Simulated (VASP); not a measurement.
# MgAl6N8 (a cell with a defect) in VASP: further runs

The runs below take MgAl6N8 (a cell with a defect) through relaxation of the atoms, with PBE.

Program: VASP 6.6.1. These are calculated values, not measurements. Logs are shortened: lines on timing, memory, paths and dates and some standing lists are left out, and cuts for length are marked.

**1. The cell of the first run**

The cell holds a defect, 15 atoms: a = 6.220 Å, b = 5.387 Å, c = 4.980 Å, α = 90.00°, β = 90.00°, γ = 90.00°.

**2. Relaxation of the atoms, PBE**

INCAR

```
  ALGO = Normal
  EDIFF = 1E-6
  EDIFFG = -0.03
  ENCUT = 520
  GGA = PE
  IBRION = 2
  ISIF = 2
  ISMEAR = -1
  LASPH = True
  LCHARG = False
  LREAL = Auto
  LWAVE = False
  NELM = 60
  NSW = 80
  PREC = Accurate
  SIGMA = 0.05
```

KPOINTS

```
k-points
0
Gamma
  2 2 2
```

POSCAR

```
MgAl6N8
1.0
   -3.1100000000     -5.3866780000      0.0000000000
    4.6650000000     -2.6933390000      0.0000000000
    0.0000000000      0.0000000000      4.9800000000
Al N Mg
6 8 1
Direct
    0.4961481000      0.6691035000      0.0069570000
    0.2496678000      0.1694673000     -0.0128273000
    0.2500185000      0.8290101000      0.4984640000
   -0.0052720000      0.6641632000     -0.0039071000
    0.0018417000      0.3168674000      0.5066711000
    0.7579607000      0.8397069000      0.5102496000
    0.4997363000      0.6517396000      0.3845060000
    0.4937249000      0.3315800000      0.8803896000
    0.2466243000      0.1647279000      0.3889671000
    0.2527473000      0.8454721000      0.8844354000
   -0.0001036000      0.6649440000      0.3827795000
   -0.0052724000      0.3262049000      0.8775919000
    0.7452879000      0.1666868000      0.3797062000
    0.7418322000      0.8357707000      0.8850110000
    0.7476251000      0.1662662000      0.0023322000
```

Potentials or basis: VASP PAW PBE potentials, release 64 (Al, N, Mg).

Started as:

```console
> cat potpaw_PBE.64/Al/POTCAR potpaw_PBE.64/N/POTCAR potpaw_PBE.64/Mg/POTCAR > POTCAR
> mpirun -np 1 vasp_std > vasp.out
```

OUTCAR:

```text
EDIFF = 1E-6
   EDIFFG = -0.03
   ENCUT = 520
   GGA = PE
   IBRION = 2
   ISIF = 2
   ISMEAR = -1
   LASPH = True
   LREAL = Auto
   NELM = 60
   NSW = 80
   PREC = Accurate

 ion  position               nearest neighbor table
   1  0.496  0.669  0.007-  14 1.87   7 1.88  10 1.89   8 1.92   3 3.01   3 3.08   2 3.10   6 3.10
                            15 3.10   4 3.10   2 3.10   4 3.12   6 3.13  15 3.13
   2  0.250  0.169  0.987-  10 1.82   8 1.83  12 1.88   9 2.00   5 2.96   3 3.05  15 3.10   1 3.10
                             4 3.10   1 3.10   5 3.11  15 3.12   3 3.14   4 3.15
   3  0.250  0.829  0.498-  11 1.88   9 1.89   7 1.91  10 1.92   1 3.01   2 3.05   5 3.05   6 3.06
                             4 3.07   1 3.08   4 3.09   2 3.14   6 3.16   5 3.16
   4  0.995  0.664  0.996-  14 1.91  12 1.91  11 1.93  10 1.96   6 2.99   5 3.07   3 3.07  15 3.09
                             3 3.09   2 3.10   6 3.10   1 3.10  15 3.11   1 3.12   2 3.15   5 3.16
   5  0.002  0.317  0.507-   9 1.83  12 1.85  13 1.90  11 1.97   2 2.96   6 2.98  15 3.04   3 3.05
                             4 3.07  15 3.08   2 3.11   4 3.16   3 3.16   6 3.20
   6  0.758  0.840  0.510-  14 1.87  13 1.88  11 1.89   7 2.00   5 2.98   4 2.99  15 3.02   3 3.06
                            15 3.08   1 3.10   4 3.10   1 3.13   3 3.16   5 3.20
   7  0.500  0.652  0.385-   1 1.88   3 1.91   6 2.00
   8  0.494  0.332  0.880-   2 1.83  15 1.91   1 1.92
   9  0.247  0.165  0.389-   5 1.83   3 1.89   2 2.00
  10  0.253  0.845  0.884-   2 1.82   1 1.89   3 1.92   4 1.96
  11  1.000  0.665  0.383-   3 1.88   6 1.89   4 1.93   5 1.97
  12  0.995  0.326  0.878-   5 1.85  15 1.87   2 1.88   4 1.91
  13  0.745  0.167  0.380-   6 1.88  15 1.88   5 1.90
  14  0.742  0.836  0.885-   6 1.87   1 1.87  15 1.87   4 1.91
  15  0.748  0.166  0.002-  12 1.87  14 1.87  13 1.88   8 1.91   6 3.02   5 3.04   5 3.08   6 3.08
                             4 3.09   2 3.10   1 3.10   4 3.11   2 3.12   1 3.13

  LATTYP: Found a simple orthorhombic cell.
 ALAT       =     4.9800000000
 B/A-ratio  =     1.0816622507
 C/A-ratio  =     1.2489959819

  Lattice vectors:

 A1 = (   0.0000000000,   0.0000000000,  -4.9800000000)
 A2 = (   4.6650000000,  -2.6933390000,   0.0000000000)
 A3 = (  -3.1100000000,  -5.3866780000,   0.0000000000)

Analysis of symmetry for initial positions (statically):
=====================================================================
 Subroutine PRICEL returns:
 Original cell was already a primitive cell.

 Routine SETGRP: Setting up the symmetry group for a
 simple orthorhombic supercell.

 Subroutine GETGRP returns: Found  1 space group operations
 (whereof  1 operations were pure point group operations)
 out of a pool of  8 trial point group operations.

The static configuration has the point symmetry C_1 .

Analysis of symmetry for dynamics (positions and initial velocities):
=====================================================================
 Subroutine PRICEL returns:
 Original cell was already a primitive cell.

 Routine SETGRP: Setting up the symmetry group for a
 simple orthorhombic supercell.

 Subroutine GETGRP returns: Found  1 space group operations
 (whereof  1 operations were pure point group operations)
 out of a pool of  8 trial point group operations.

The dynamic configuration has the point symmetry C_1 .

 Subroutine INISYM returns: Found  1 space group operations
 (whereof  1 operations are pure point group operations),
 and found     1 'primitive' translations

----------------------------------------------------------------------------------------

                                     Primitive cell

  volume of cell :     166.8556

  direct lattice vectors                    reciprocal lattice vectors
    -3.110000000 -5.386678000  0.000000000    -0.080385852 -0.139232380  0.000000000
     4.665000000 -2.693339000  0.000000000     0.160771704 -0.092821587  0.000000000
     0.000000000  0.000000000  4.980000000     0.000000000  0.000000000  0.200803213

  length of vectors
     6.219999990  5.386678009  4.980000000     0.160771704  0.185643173  0.200803213

  position of ions in fractional coordinates (direct lattice)
     0.496148100  0.669103500  0.006957000
     0.249667800  0.169467300  0.987172700
     0.250018500  0.829010100  0.498464000
     0.994728000  0.664163200  0.996092900
     0.001841700  0.316867400  0.506671100
     0.757960700  0.839706900  0.510249600
     0.499736300  0.651739600  0.384506000
     0.493724900  0.331580000  0.880389600
     0.246624300  0.164727900  0.388967100
[... 26 lines left out ...]

 KPOINTS: k-points

Automatic generation of k-mesh.
 Grid dimensions read from file:
 generate k-points for:    2    2    2

 Generating k-lattice:

  Cartesian coordinates                     Fractional coordinates (reciprocal lattice)
    -0.040192926 -0.069616190  0.000000000     0.500000000  0.000000000  0.000000000
[... 25 lines left out ...]
   number of dos      NEDOS =    301   number of ions     NIONS =     15
   total plane-waves  NPLWV =  76800
   dimension x,y,z NGX =    48 NGY =   40 NGZ =   40
   dimension x,y,z NGXF=    96 NGYF=   80 NGZF=   80
   ions per type =               6   8   1
   NGX,Y,Z   is equivalent  to a cutoff of  12.83, 12.34, 13.35 a.u.
   NGXF,Y,Z  is equivalent  to a cutoff of  25.66, 24.69, 26.71 a.u.
 SYSTEM =  unknown system
   PREC   = accura    normal or accurate (medium, high low for compatibility)
   ISTART =      0    job   : 0-new  1-cont  2-samecut
   ICHARG =      2    charge: 1-file 2-atom 10-const
   ISPIN  =      1    spin polarized calculation?
   LNONCOLLINEAR =      F non collinear calculations
   LSORBIT =      F    spin-orbit coupling
   LASPH  =      T    aspherical Exc in radial PAW
   ENCUT  =  520.0 eV  38.22 Ry    6.18 a.u.  11.57 10.02  9.26*2*pi/ulx,y,z
   NELM   =     60;   NELMIN=  2; NELMDL= -5     # of ELM steps
   EDIFF  = 0.1E-05   stopping-criterion for ELM
   LREAL  =      T    real-space projection
   EDIFFG = -.3E-01   stopping-criterion for IOM
   NSW    =     80    number of steps for IOM
   IBRION =      2    ionic relax: 0-MD 1-quasi-New 2-CG
   NFREE  =      1    steps in history (QN), initial steepest desc. (CG)
   ISIF   =      2    stress and relaxation
   ISYM   =      2    0-nonsym 1-usesym 2-fastsym
   POTIM  = 0.5000    time-step for ionic-motion
   TEBEG  =    0.0;   TEEND  =   0.0 temperature during run
   PSTRESS=    0.0 pullay stress
   NELECT =      60.0000    total number of electrons
   NUPDOWN=      -1.0000    fix difference up-down
   EMIN   =  10.00;   EMAX   =-10.00  energy-range for DOS
   EFERMI =   0.00;   METHOD = LEGACY
   ISMEAR =    -1;   SIGMA  =   0.05  broadening in eV -4-tet -1-fermi 0-gaus
   EFERMI_NEDOS =   21; number of points for ismear=-14 and -15
   IALGO  =     38    algorithm
   IMIX   =      4    mixing-type and parameters
     AMIX     =   0.40;   BMIX     =  1.00
     AMIX_MAG =   1.60;   BMIX_MAG =  1.00
  volume/ion in A,a.u.               =      11.12        75.07
  Fermi-wavevector in a.u.,A,eV,Ry     =   1.164157  2.199938 18.439462  1.355262
  Thomas-Fermi vector in A             =   2.300699
   LORBIT       =      0    0 simple, 1 ext, 2 COOP (PROOUT), +10 PAW based schemes
   GGA     = PE    functional components
   LHFCALC =     F    Hartree Fock is set to
   AEXX    =    0.0000 exact exchange contribution
   IVDW    =     0    specifies the selected vdW correction
   LEPSILON=     F    determine dielectric tensor
   LRPA    =     F    only Hartree local field effects (RPA)
 conjugate gradient relaxation of ions
 non-spin polarized calculation
  energy-cutoff  :      520.00
  volume of cell :      166.86
 maximum number of plane-waves:      4540
 NGX is ok and might be reduce to    48
   NGX = 23   NGY = 21   NGZ = 19

--------------------------------------- Ionic step        1  -------------------------------------------

 number of electron      60.0000001 magnetization

 Free energy of the ion-electron system (eV)
  ---------------------------------------------------
  ext. energy  EPLUGINS =         0.00000000
  ---------------------------------------------------
  free energy    TOTEN  =       -98.68911407 eV

  energy without entropy =      -98.60684150  energy(sigma->0) =      -98.64797778

------------------------ aborting loop because EDIFF is reached ----------------------------------------

  FORCE on cell =-STRESS in cart. coord.  units (eV):
  Direction    XX          YY          ZZ          XY          YZ          ZX
  --------------------------------------------------------------------------------------
  -------------------------------------------------------------------------------------
  Total        8.7357336      8.6857905      4.8193604     -0.3253571      0.8922967      0.4173971
  in kB       83.8820860     83.4025229     46.2763660     -3.1241378      8.5679931      4.0079219
  external PRESSURE =      71.1869916 kB  Pullay stress =       0.0000000 kB
[... 128 lines left out ...]
  FREE ENERGIE OF THE ION-ELECTRON SYSTEM (eV)
  ---------------------------------------------------
  free  energy   TOTEN  =       -99.8384434964 eV

  energy  without entropy=      -99.7489257490  energy(sigma->0) =      -99.79368462

[... ionic steps 4 to 42 ...]

--------------------------------------- Ionic step       43  -------------------------------------------

 number of electron      60.0000001 magnetization

------------------------ aborting loop because EDIFF is reached ----------------------------------------
[... 93 lines left out ...]
--------------------------------------- Ionic step       45  -------------------------------------------

 number of electron      60.0000001 magnetization

 Free energy of the ion-electron system (eV)
  ---------------------------------------------------
  ext. energy  EPLUGINS =         0.00000000
  ---------------------------------------------------
  free energy    TOTEN  =      -101.53174363 eV

  energy without entropy =     -101.49363430  energy(sigma->0) =     -101.51268896

 E-fermi :   4.9150     XC(G=0): -10.2803

 val. band max:        4.8316264086   @ k =   0.5000   0.5000   0.0000
 cond. band min:       5.0045699675   @ k =   0.5000   0.5000   0.5000
 fundamental gap:      0.1729435590
 Fermi energy:         4.9149628121

 k-point     1 :       0.0000    0.0000    0.0000
  band No.  band energies     occupation
      1     -13.9634      2.00000
      2      -9.9571      2.00000
      3      -8.7249      2.00000
      4      -8.4600      2.00000
      5      -8.2782      2.00000
      6      -7.6710      2.00000
[... 359 lines left out ...]
  FREE ENERGIE OF THE ION-ELECTRON SYSTEM (eV)
  ---------------------------------------------------
  free  energy   TOTEN  =      -101.5317436260 eV

  energy  without entropy=     -101.4936342991  energy(sigma->0) =     -101.51268896

 reached required accuracy - stopping structural energy minimisation
```

Wall time 44 min (1 thread of Intel Xeon Platinum 8488C (Sapphire Rapids), shared host); peak memory 0.28 GiB.

What came out:

```yaml
Free_energy: -101.5317 eV
Energy_gained_by_relaxing: 189.5 meV/atom
Ionic_steps: 45
Pressure_after_relaxing: 19.1 GPa
Largest_force_after_relaxing: 0.023 eV/Å
Band_gap_on_the_k_mesh: zero (bands 30 and 31 overlap by 0.26 eV)
```

Forces in eV/Å, atoms in the order of the input:
```
Al   0.013  0.002  0.007
Al  -0.010  0.006  0.002
Al   0.013  0.008 -0.007
Al  -0.003  0.009 -0.009
Al  -0.011  0.014  0.006
Al   0.007 -0.005  0.010
N    0.023 -0.005 -0.002
N   -0.005  0.003 -0.008
N    0.003  0.005  0.000
N   -0.009 -0.014 -0.010
N    0.010 -0.006  0.004
N   -0.014  0.011 -0.004
N    0.002 -0.010  0.010
N   -0.005 -0.006 -0.010
Mg  -0.013 -0.012  0.011
```

Stress tensor (GPa, compression positive):
```
22.97 -5.41  0.87
-5.41 15.04 -1.78
 0.87 -1.78 19.30
```

The path:
```tsv
step	energy change (eV)	largest force (eV/Å)	pressure (GPa)
1	0.0000	3.0928	7.12
3	-1.1493	1.2151	7.90
5	-1.4337	0.9421	9.46
7	-1.5775	0.6264	11.22
9	-1.6773	0.6836	13.25
11	-1.9060	1.1573	16.48
13	-1.9529	1.5866	17.18
15	-2.3253	1.8188	18.15
17	-2.3448	1.8048	18.22
19	-2.3865	1.7184	18.43
21	-2.4020	1.6273	18.67
23	-2.5058	1.6838	19.26
25	-2.7398	0.6480	18.85
27	-2.7772	0.4323	18.88
29	-2.8148	0.2366	18.95
31	-2.8240	0.1638	18.96
33	-2.8314	0.1055	19.00
35	-2.8351	0.1144	19.02
37	-2.8380	0.1002	19.05
39	-2.8412	0.0635	19.09
41	-2.8421	0.0401	19.10
43	-2.8424	0.0303	19.10
45	-2.8426	0.0231	19.10
```

Final structure:
```yaml
crystal:
  lattice:
    - [-3.11000, -5.38668, 0.00000]
    - [4.66500, -2.69334, 0.00000]
    - [0.00000, 0.00000, 4.98000]
  atoms:
    - { symbol: Al, position: [0.49402, 0.67590, 0.99791] }
    - { symbol: Al, position: [0.23629, 0.15960, 0.99959] }
    - { symbol: Al, position: [0.24457, 0.82422, 0.50234] }
    - { symbol: Al, position: [0.99965, 0.66468, 0.00045] }
    - { symbol: Al, position: [0.00501, 0.37237, 0.53896] }
    - { symbol: Al, position: [0.76053, 0.81768, 0.49781] }
    - { symbol: N, position: [0.50087, 0.77482, 0.35012] }
    - { symbol: N, position: [0.47431, 0.34160, 0.97942] }
    - { symbol: N, position: [0.12127, 0.11289, 0.35659] }
    - { symbol: N, position: [0.24199, 0.83520, 0.87019] }
    - { symbol: N, position: [0.00555, 0.65418, 0.37022] }
    - { symbol: N, position: [0.00640, 0.34277, 0.88742] }
    - { symbol: N, position: [0.89188, 0.10880, 0.36381] }
    - { symbol: N, position: [0.75035, 0.80127, 0.86160] }
    - { symbol: Mg, position: [0.73988, 0.15572, 0.99487] }
```

Caveat: the k points lie up to 0.63 Å⁻¹ apart.

**3. Relaxation of the atoms, PBE**

INCAR

```
SYSTEM = MgAl6N8
ALGO     = Normal         ! electronic algorithm
EDIFF    = 1E-6           ! SCF threshold, eV
EDIFFG   = -0.03          ! ionic threshold
ENCUT    = 520            ! plane-wave cutoff, eV
GGA      = PE             ! functional
IBRION   = 2              ! ionic algorithm
ISIF     = 2              ! what is computed and relaxed
ISMEAR   = -1             ! smearing method
LASPH    = .TRUE.         ! aspherical terms in the spheres
LCHARG   = .FALSE.        ! write CHGCAR
LREAL    = Auto         
LWAVE    = .FALSE.        ! write WAVECAR
NELM     = 100            ! most SCF steps
NSW      = 80             ! ionic steps
PREC     = Accurate       ! precision mode
SIGMA    = 0.05           ! smearing width, eV
```

KPOINTS

```
k-points
0
G
  2 2 2
  0 0 0
```

POSCAR

```
MgAl6N8
1.0
   -3.1100000000     -5.3866780000      0.0000000000
    4.6650000000     -2.6933390000      0.0000000000
    0.0000000000      0.0000000000      4.9800000000
Al N Mg
6 8 1
Direct
    0.5000000000      0.6666666700      0.0000000000
    0.2500000000      0.1666666700      0.0000000000
    0.2500000000      0.8333333300      0.5000000000
    0.0000000000      0.6666666700      0.0000000000
    0.0000000000      0.3333333300      0.5000000000
    0.7500000000      0.8333333300      0.5000000000
    0.5000000000      0.6666666700      0.3820000000
    0.5000000000      0.3333333300      0.8820000000
    0.2500000000      0.1666666700      0.3820000000
    0.2500000000      0.8333333300      0.8820000000
    0.0000000000      0.6666666700      0.3820000000
    0.0000000000      0.3333333300      0.8820000000
    0.7500000000      0.1666666700      0.3820000000
    0.7500000000      0.8333333300      0.8820000000
    0.5000000000      0.3333333300      0.5000000000
```

Potentials or basis: VASP PAW PBE potentials, release 64 (Al, N, Mg).

Started as:

```console
> cat potpaw_PBE.64/Al/POTCAR potpaw_PBE.64/N/POTCAR potpaw_PBE.64/Mg/POTCAR > POTCAR
> mpirun -np 1 vasp_std > vasp.out
```

It took 47 min on 1 thread of Intel Xeon Platinum 8488C (Sapphire Rapids), shared host; peak memory 0.27 GiB.

It converged, with:

```
Free energy                  : -101.5318 eV
Energy gained by relaxing    : 152.1 meV/atom
Ionic steps                  : 46
Pressure after relaxing      : 19.1 GPa
Largest force after relaxing : 0.025 eV/Å
Band gap on the k mesh       : zero (bands 30 and 31 overlap by 0.26 eV)
```

Forces on the atoms (eV/Å):
```
Al  -0.005  0.000  0.000
Al  -0.001  0.009  0.006
Al   0.014 -0.007 -0.014
Al  -0.023 -0.004  0.008
Al   0.014 -0.003 -0.005
Al  -0.009  0.001  0.004
N    0.011  0.002 -0.001
N   -0.014 -0.003  0.010
N    0.007 -0.007 -0.001
N    0.005 -0.015 -0.016
N   -0.003  0.006  0.004
N    0.007  0.000 -0.001
N    0.008 -0.002 -0.006
N   -0.017  0.006  0.001
Mg   0.007  0.017  0.012
```

Stress tensor (GPa, compression positive):
```
22.95 -5.38 -0.88
-5.38 15.04  1.80
-0.88  1.80 19.30
```

Step by step:
```csv
step,energy change (eV),largest force (eV/Å),pressure (GPa)
1,0.0000,2.5442,7.05
3,-0.7536,1.0227,8.76
5,-0.9522,0.7570,10.24
7,-1.0790,0.5947,12.31
9,-1.1821,1.4311,15.36
11,-1.2345,0.8943,15.04
13,-1.5266,1.3799,17.84
15,-1.5496,1.4858,17.99
17,-1.6641,2.1212,18.83
19,-1.7044,2.1416,19.22
21,-1.7635,1.8880,19.48
23,-2.0282,1.1018,19.11
25,-2.1065,1.7175,19.08
27,-2.2059,0.5809,18.77
29,-2.2473,0.3359,19.01
31,-2.2587,0.2308,18.96
33,-2.2662,0.2055,18.99
35,-2.2705,0.2023,19.04
37,-2.2743,0.1550,19.07
39,-2.2785,0.1266,19.05
41,-2.2803,0.0657,19.10
43,-2.2809,0.0506,19.08
45,-2.2812,0.0432,19.09
46,-2.2814,0.0248,19.10
```

Final structure:
```yaml
crystal:
  lattice:
    - [-3.11000, -5.38668, 0.00000]
    - [4.66500, -2.69334, 0.00000]
    - [0.00000, 0.00000, 4.98000]
  atoms:
    - { symbol: Al, position: [0.48746, 0.68054, 0.99692] }
    - { symbol: Al, position: [0.24363, 0.12615, 0.03810] }
    - { symbol: Al, position: [0.24858, 0.83362, 0.49956] }
    - { symbol: Al, position: [0.00339, 0.67426, 0.00116] }
    - { symbol: Al, position: [0.01199, 0.33871, 0.49850] }
    - { symbol: Al, position: [0.75416, 0.82241, 0.49686] }
    - { symbol: N, position: [0.49781, 0.69703, 0.36051] }
    - { symbol: N, position: [0.35595, 0.38976, 0.86251] }
    - { symbol: N, position: [0.24208, 0.15571, 0.38657] }
    - { symbol: N, position: [0.24244, 0.84412, 0.86949] }
    - { symbol: N, position: [0.00611, 0.66321, 0.36900] }
    - { symbol: N, position: [0.12672, 0.38532, 0.85566] }
    - { symbol: N, position: [0.77402, 0.15666, 0.47817] }
    - { symbol: N, position: [0.74706, 0.72298, 0.84887] }
    - { symbol: Mg, position: [0.50862, 0.34285, 0.49412] }
```

Levels at points of the mesh, in eV from the Fermi level:
```tsv
k point	band 26	band 27	band 28	band 29	band 30	band 31	band 32	band 33	band 34	band 35
(0.00, 0.00, 0.00)	-0.80	-0.56	-0.46	-0.29	-0.24	-0.17	4.05	5.75	6.09	6.33
(0.50, 0.00, 0.00)	-1.14	-0.94	-0.72	-0.45	-0.17	0.14	4.40	5.20	5.99	7.00
(0.00, 0.50, 0.00)	-1.00	-0.80	-0.50	-0.23	-0.14	0.09	4.79	5.64	6.23	6.34
(0.50, 0.50, 0.00)	-1.22	-0.95	-0.64	-0.55	-0.08	0.27	5.16	5.78	6.07	6.96
(0.00, 0.00, 0.50)	-1.02	-0.96	-0.61	-0.34	-0.21	0.13	5.23	5.70	5.87	6.32
(0.50, 0.00, 0.50)	-1.14	-0.98	-0.96	-0.44	-0.19	0.25	5.22	5.52	6.46	6.64
(0.00, 0.50, 0.50)	-1.16	-1.03	-0.63	-0.35	-0.11	0.20	5.03	5.25	5.87	6.11
(0.50, 0.50, 0.50)	-1.37	-1.21	-0.68	-0.60	0.09	0.50	5.39	5.56	5.73	6.56
```

Caveat: the k points lie up to 0.63 Å⁻¹ apart.

The gap in the log of VASP goes by the Fermi energy; the results here count the filled bands.